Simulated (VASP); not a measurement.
# AlN (Imm2) in VASP: further runs, part 2 of 2

VASP 6.6.1. Earlier steps stand in the parts before.

## Step 3: Single point, r2SCAN (all N atoms moved +0.375 Å, as atom 2 along Cartesian [1 0 0])

Contents of POSCAR:

```
AlN
1.0
    0.0000000000      2.1849006282      2.1849006282
    2.1849006282      0.0000000000      2.1849006282
    2.1849006282      2.1849006282      0.0000000000
Al N
1 1
Direct
    0.0000000000      0.0000000000      0.0000000000
    0.6641837402      0.8358162598      0.8358162598
```

Contents of INCAR.step1:

```
PREC     = Accurate       # precision mode
ENCUT    = 520            # plane-wave cutoff, eV
ISMEAR   = 0              # smearing method
SIGMA    = 0.05           # smearing width, eV
LREAL    = False          # projectors in reciprocal space
LASPH    = True           # aspherical terms in the spheres
NELM     = 80             # most SCF steps
NBANDS   = 11             # bands
GGA      = PE             # functional
ALGO     = Normal         # electronic algorithm
EDIFF    = 1E-4           # SCF threshold, eV
LWAVE    = True           # write WAVECAR
LCHARG   = False          # write CHGCAR
```

Contents of INCAR.step2:

```
PREC     = Accurate       # precision mode
ENCUT    = 520            # plane-wave cutoff, eV
EDIFF    = 1E-6           # SCF threshold, eV
ISMEAR   = 0              # smearing method
SIGMA    = 0.05           # smearing width, eV
LREAL    = False          # projectors in reciprocal space
LASPH    = True           # aspherical terms in the spheres
NELM     = 80             # most SCF steps
ALGO     = Normal         # electronic algorithm
ISIF     = 2              # what is computed and relaxed
LWAVE    = False          # write WAVECAR
LCHARG   = False          # write CHGCAR
METAGGA  = R2SCAN         # meta-GGA
LMIXTAU  = True         
NBANDS   = 11             # bands
ISTART   = 1
```

Contents of KPOINTS:

```
regular mesh
0
Gamma
  10 10 10
```

Potentials or basis: VASP PAW PBE potentials, release 64 (Al, N).

On the command line:

```bash
$ cat potpaw_PBE.64/Al/POTCAR potpaw_PBE.64/N/POTCAR > POTCAR
$ cp INCAR.step1 INCAR
$ mpirun -np 1 vasp_std > vasp.out
$ cp INCAR.step2 INCAR
$ mpirun -np 1 vasp_std > vasp.out
```

OUTCAR:

```text
PREC = Accurate
   ENCUT = 520
   EDIFF = 1E-6
   ISMEAR = 0
   LREAL = False
   LASPH = True
   NELM = 80
   ISIF = 2
   METAGGA = R2SCAN
   ISTART = 1

 ion  position               nearest neighbor table
   1  0.000  0.000  0.000-   2 1.70   2 1.70   2 2.13   2 2.13
   2  0.664  0.836  0.836-   1 1.70   1 1.70   1 2.13   1 2.13

  LATTYP: Found a face centered cubic cell.
 ALAT       =     4.3698012564

  Lattice vectors:

 A1 = (   0.0000000000,   2.1849006282,   2.1849006282)
[... 522 lines left out ...]
------------------------ aborting loop because EDIFF is reached ----------------------------------------

  FORCE on cell =-STRESS in cart. coord.  units (eV):
  Direction    XX          YY          ZZ          XY          YZ          ZX
  --------------------------------------------------------------------------------------
  -------------------------------------------------------------------------------------
  Total       -0.2427474      3.3568028      3.3568028      0.0000000      3.9464941      0.0000000
  in kB      -18.6440434    257.8168776    257.8168776      0.0000000    303.1077017      0.0000000
  external PRESSURE =     165.6632373 kB  Pullay stress =       0.0000000 kB

 VOLUME and BASIS-vectors are now :
 -----------------------------------------------------------------------------
  energy-cutoff  :      520.00
  volume of cell :       20.86
      direct lattice vectors                 reciprocal lattice vectors
     0.000000000  2.184900628  2.184900628    -0.228843360  0.228843360  0.228843360
     2.184900628  0.000000000  2.184900628     0.228843360 -0.228843360  0.228843360
     2.184900628  2.184900628  0.000000000     0.228843360  0.228843360 -0.228843360

 POSITION                                       TOTAL-FORCE (eV/Angst)
 -----------------------------------------------------------------------------------
      0.00000      0.00000      0.00000         4.888533     -0.000000     -0.000000
      3.65235      3.27735      3.27735        -4.888533      0.000000      0.000000
 -----------------------------------------------------------------------------------
    total drift:                                0.000274     -0.000005     -0.000005

  FREE ENERGIE OF THE ION-ELECTRON SYSTEM (eV)
  ---------------------------------------------------
  free  energy   TOTEN  =       -18.1906992042 eV

  energy  without entropy=      -18.1906992042  energy(sigma->0) =      -18.19069920
```

OSZICAR.step1:

```text
N       E                     dE             d eps       ncg     rms          rms(c)
DAV:   1     0.123556519881E+02    0.12356E+02   -0.39417E+03  3850   0.608E+02
DAV:   2    -0.157450797512E+02   -0.28101E+02   -0.27106E+02  4501   0.139E+02
DAV:   3    -0.167013206762E+02   -0.95624E+00   -0.95476E+00  4596   0.245E+01
DAV:   4    -0.167064147927E+02   -0.50941E-02   -0.50938E-02  4227   0.196E+00
DAV:   5    -0.167064766366E+02   -0.61844E-04   -0.61844E-04  4572   0.207E-01    0.941E+00
DAV:   6    -0.139147644409E+02    0.27917E+01   -0.13990E+01  4262   0.187E+01    0.306E+00
DAV:   7    -0.138967323537E+02    0.18032E-01   -0.19708E-01  4275   0.356E+00    0.220E+00
DAV:   8    -0.138849449039E+02    0.11787E-01   -0.38335E-02  4209   0.171E+00    0.485E-01
DAV:   9    -0.138836966627E+02    0.12482E-02   -0.53878E-03  4398   0.458E-01    0.188E-01
DAV:  10    -0.138837771468E+02   -0.80484E-04   -0.44876E-04  4059   0.153E-01
   1 F= -.13883777E+02 E0= -.13883777E+02  d E =-.158616E-19
```

It took 74 s on 1 thread of Intel Xeon Platinum 8488C (Sapphire Rapids), shared host; peak memory 0.16 GiB.

Results:

```
Free energy            : -18.1907 eV
Pressure               : 16.6 GPa
Largest force          : 4.889 eV/Å
Band gap on the k mesh : 3.04 eV (least direct gap 3.76 eV)
```

Forces on the atoms (eV/Å):
```
Al   4.889  0.000  0.000
N   -4.889  0.000  0.000
```

Stress tensor (GPa, compression positive):
```
-1.86  0.00  0.00
 0.00 25.78 30.31
 0.00 30.31 25.78
```

Caveat: the cell differs from its parent crystal (all N atoms moved +0.375 Å, as atom 2 along Cartesian [1 0 0]); the cell stands under pressure; the PAW data sets were made with another functional, which shifts forces and pressure a little. A k mesh can miss the band edges.
